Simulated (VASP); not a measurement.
A run of VASP 6.6.1:

The input POSCAR:

```
ZrS2
1.0
    3.6743990850      0.0000000000      0.0000000000
   -1.8371995425      3.1821229513      0.0000000000
    0.0000000000      0.0000000000      6.0325619624
Zr S
1 2
Direct
    0.0000000000      0.0000000000      0.0000000000
    0.3333333333      0.6666666667      0.2397614612
    0.6666666667      0.3333333333      0.7602385388
```

INCAR.step1

```
SYSTEM = ZrS2
ALGO = Normal ; EDIFF = 1E-5
ENCUT = 400 ; GGA = PE
GGA_COMPAT = .False. ; ISIF = 2
ISMEAR = 0 ; LASPH = .True.
LCHARG = .False. ; LREAL = .False.
LWAVE = .True. ; NBANDS = 19
NELM = 120 ; PREC = Accurate
SIGMA = 0.01
```

File INCAR.step2:

```
SYSTEM = ZrS2
ALGO = Normal ; EDIFF = 1E-6
ENCUT = 400 ; GGA = PE
GGA_COMPAT = .False. ; HFSCREEN = 0.2079
ISIF = 2 ; ISMEAR = 0
ISTART = 1 ; LASPH = .True.
LCHARG = .False. ; LHFCALC = .True.
LREAL = .False. ; LWAVE = .False.
NBANDS = 19 ; NELM = 120
PREC = Accurate ; PRECFOCK = Normal
SIGMA = 0.01
```

The input KPOINTS:

```
k-points
0
Gamma
  6 6 4
  0 0 0
```

Potentials or basis: VASP PAW PBE potentials, release 64 (Zr_sv, S).

Command:

```console
$ cat potpaw_PBE.64/Zr_sv/POTCAR potpaw_PBE.64/S/POTCAR > POTCAR
$ cp INCAR.step1 INCAR
$ mpirun -np 1 vasp_std > vasp.out
$ cp INCAR.step2 INCAR
$ mpirun -np 1 vasp_std > vasp.out
```

Hardware: 1 thread of Oxide Virtual Turin-like Processor, with other jobs on the host.

**Question.** How long does it take, and how much memory?

**Answer.** It took 62 min on 1 thread of Oxide Virtual Turin-like Processor, on a shared host, peak memory 0.25 GiB. Counts: k points 24.
